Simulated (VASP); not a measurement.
A run of VASP 6.6.1:

Contents of INCAR:

```
ALGO     = Normal         # electronic algorithm
EDIFF    = 1E-6           # SCF threshold, eV
ENCUT    = 520            # plane-wave cutoff, eV
GGA      = PE             # functional
ISIF     = 2              # what is computed and relaxed
ISMEAR   = 0              # smearing method
LASPH    = T              # aspherical terms in the spheres
LCHARG   = F              # write CHGCAR
LREAL    = F              # projectors in reciprocal space
LWAVE    = F              # write WAVECAR
NBANDS   = 11             # bands
NELM     = 60             # most SCF steps
PREC     = Accurate       # precision mode
SIGMA    = 0.05           # smearing width, eV
```

The input KPOINTS:

```
k-points
0
Gamma
  10 10 10
```

POSCAR

```
AlN
1.0
    0.0000000000      2.1839935596      2.1839935596
    2.1839935596      0.0000000000      2.1839935596
    2.1839935596      2.1839935596      0.0000000000
Al N
1 1
Direct
    0.0297399711      0.0297399711      0.0297399711
    0.7500000000      0.7500000000      0.7500000000
```

Potentials or basis: VASP PAW PBE potentials, release 64 (Al, N).

Run with:

```console
$ cat potpaw_PBE.64/Al/POTCAR potpaw_PBE.64/N/POTCAR > POTCAR
$ mpirun -np 1 vasp_std > vasp.out
```

Hardware: 1 thread of Intel(R) Xeon(R) Platinum 8488C (Sapphire Rapids), with other jobs on the host.

Q: How long does it take, and how much memory?

A: Run time: 10 s on 1 thread of Intel(R) Xeon(R) Platinum 8488C (Sapphire Rapids), on a shared host, peak memory 0.14 GiB. Counts: scf iterations 12, k points 116.
